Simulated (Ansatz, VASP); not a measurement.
**Two plane-wave programs on PtSe2**

```
Pt Se
1.0
     3.64313    0.00000    0.00000
    -1.82157    3.15505    0.00000
     0.00000    0.00000    6.09560
Pt Se
1 2
Direct
  0.00000 0.00000 0.00000
  0.66667 0.33333 0.77822
  0.33333 0.66667 0.22178
```

Alike in both runs: task single point; functional r2SCAN; k mesh 12 × 12 × 6; occupations gaussian, width 0.02 eV; no spin polarisation.

```csv
,VASP,Ansatz
version,VASP 6.6.1,Ansatz 0.2.0
potentials or method,"VASP PAW PBE potentials, release 64 (Pt, Se), cutoff 520 eV","scalar-relativistic, plane waves, PAW"
valence electrons in the cell,22,50
```

Ansatz gave:

| Property | Result |
| --- | --- |
| gap on the k mesh at the Fermi level (eV) | 0.90 |
| least direct gap on the mesh (eV) | 1.17 |
| pressure (GPa) | 2.2 |
| traceless stress, the component that is largest in VASP (GPa) | -2.20 |
| rms of the force components (eV/Å) | 0.000 |

Which values does VASP return?

gap on the k mesh at the Fermi level (eV): 0.88; least direct gap on the mesh (eV): 1.15; pressure (GPa): 2.3; traceless stress, the component that is largest in VASP (GPa): -2.24; rms of the force components (eV/Å): 0.006.

VASP's potentials were made for PBE, not for r2SCAN. Atom by atom the forces differ by 0.006 eV/Å (rms over components). VASP's potentials hold 22 valence electrons a cell and Ansatz's 50, so a difference there can come from the potentials and not from the codes.

Spin-orbit coupling is off throughout.
